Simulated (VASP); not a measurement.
Runs of VASP 6.6.1 on BeS. The structure is that of space group F-43m (No. 216), or close to it. The cells are those of the table. 

```tsv
task	cell	k mesh	smearing	gap on the mesh (eV)	pressure (GPa)
single point	a = 3.421 Å, angles 60.0°, 2 atoms	10 × 10 × 10	gaussian 0.02 eV	2.91	0.2
single point	a = 3.444 Å, angles 60.0°, 2 atoms	6 × 6 × 6	gaussian 0.1 eV	2.95	-1.6
single point	a = 3.421 Å, angles 60.0°, 2 atoms	10 × 10 × 10	gaussian 0.01 eV	2.91	0.2
relaxation of cell and atoms	relaxed from a = 3.444 Å, angles 60.0°, 2 atoms	10 × 10 × 10	gaussian 0.02 eV	(a)	0.0
```

Alike in all rows: level PBEsol; potentials or basis VASP PAW PBE potentials, release 64 (Be, S); no spin polarisation; cutoff (eV) 600.

Fill in the values left out.

(a) 2.92.

Caveats: the PAW data sets were made with another functional, which shifts forces and pressure a little.

A k mesh can miss the band edges.
